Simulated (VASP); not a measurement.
A run of VASP 6.6.1:

POSCAR

```
CdS
1.0
    0.0000000000      2.9165000000      2.9165000000
    2.9165000000      0.0000000000      2.9165000000
    2.9165000000      2.9165000000      0.0000000000
Cd S
1 1
Direct
    0.0000000000      0.0000000000      0.0000000000
    0.7500000000      0.7500000000      0.7500000000
```

INCAR.step1

```
SYSTEM = CdS
PREC = Accurate ; ENCUT = 520
EDIFF = 1E-5 ; ISMEAR = -1
SIGMA = 0.05 ; LREAL = .FALSE.
LASPH = .TRUE. ; NELM = 80
ALGO = Normal ; ISIF = 2
LWAVE = .TRUE. ; LCHARG = .FALSE.
NBANDS = 16 ; GGA = PE
```

The input INCAR.step2:

```
SYSTEM = CdS
PREC = Accurate ; ENCUT = 520
EDIFF = 1E-7 ; ISMEAR = -1
SIGMA = 0.05 ; LREAL = .FALSE.
LASPH = .TRUE. ; NELM = 80
ALGO = Normal ; ISIF = 2
LWAVE = .FALSE. ; LCHARG = .FALSE.
METAGGA = R2SCAN ; LHFCALC = .TRUE.
AEXX = 0.1 ; LMIXTAU = .TRUE.
PRECFOCK = Normal ; NBANDS = 16
ISTART = 1
```

File KPOINTS:

```
regular mesh
0
G
  5 5 5
  0 0 0
```

Potentials or basis: VASP PAW PBE potentials, release 64 (Cd, S).

Launch:

```sh
$ cat potpaw_PBE.64/Cd/POTCAR potpaw_PBE.64/S/POTCAR > POTCAR
$ cp INCAR.step1 INCAR
$ mpirun -np 1 vasp_std > vasp.out
$ cp INCAR.step2 INCAR
$ mpirun -np 1 vasp_std > vasp.out
```

Hardware: 1 thread of Intel Xeon 8259CL (shared host).

Q: How long does it take, and how much memory?

A: It took 51 min on 1 thread of Intel Xeon 8259CL, on a shared host, peak memory 0.17 GiB. Counts: k points 10.
